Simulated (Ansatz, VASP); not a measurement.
# Te2Mo in VASP and in Ansatz

```
CELL_PARAMETERS angstrom
3.50400 0.00000 0.00000
-1.75200 3.03455 0.00000
0.00000 0.00000 33.26988
ATOMIC_POSITIONS crystal
Te 0.33333 0.66667 0.44349
Te 0.33333 0.66667 0.55651
Mo 0.66667 0.33333 0.50000
```

Alike in both runs: task single point; functional PBE; dispersion D3(BJ); k mesh 9 × 9 × 1; occupations gaussian, width 0.02 eV; no spin polarisation.

|  | VASP | Ansatz |
| --- | --- | --- |
| version | VASP 6.6.1 | Ansatz 0.2.0 |
| potentials or method | VASP PAW PBE potentials, release 64 (Te, Mo_sv), cutoff 520 eV | scalar-relativistic, plane waves, PAW |
| valence electrons in the cell | 26 | 46 |

Ansatz gave:

- gap on the k mesh at the Fermi level (eV): 1.14
- least direct gap on the mesh (eV): 1.24
- rms of the force components (eV/Å): 0.373

Q: Which values does VASP return?

A: gap on the k mesh at the Fermi level (eV): 1.14; least direct gap on the mesh (eV): 1.24; rms of the force components (eV/Å): 0.369.

VASP's potentials hold 26 valence electrons a cell and Ansatz's 46, so a difference there can come from the potentials and not from the codes.

Neither program's run includes spin-orbit coupling.
